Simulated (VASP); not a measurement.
Runs of VASP 6.6.1 on W. Symmetry: Pbcm, No. 57, orthorhombic system. The conventional cell has a = 2.810 Å, b = 4.864 Å, c = 4.924 Å, α = 90.00°, β = 90.00°, γ = 90.00°. Within 3.6 Å of W (site symmetry m) lie 12 W at 2.70 to 3.06 Å. 

```tsv
k mesh	gap on the mesh (eV)	pressure (GPa)	largest force (eV/Å)
6 × 4 × 4	none	-10.0	0.04
8 × 5 × 5	none	-10.3	0.04
10 × 6 × 6	none	-10.3	0.11
5 × 3 × 3	none	-9.9	0.52
3 × 2 × 2	none	(a)	0.09
4 × 2 × 2	none	-11.8	1.01
```

Alike in all rows: task single point; level PBEsol; potentials or basis VASP PAW PBE potentials, release 64 (W_sv); no spin polarisation; cell as given; cutoff (eV) 500; smearing gaussian 0.1 eV.

Problem. Estimate the missing entries.

Solution. (a) -7.9.

Caveats: some runs use coarse meshes; the PAW data sets were made with another functional, which shifts forces and pressure a little; spin-orbit coupling is left out, which moves the levels of the heavy elements; the cell stands under tension (at least some runs).

A k mesh can miss the band edges, and the runs leave out spin-orbit coupling on W.

A gap of «none» marks levels without a gap at the run's occupations.
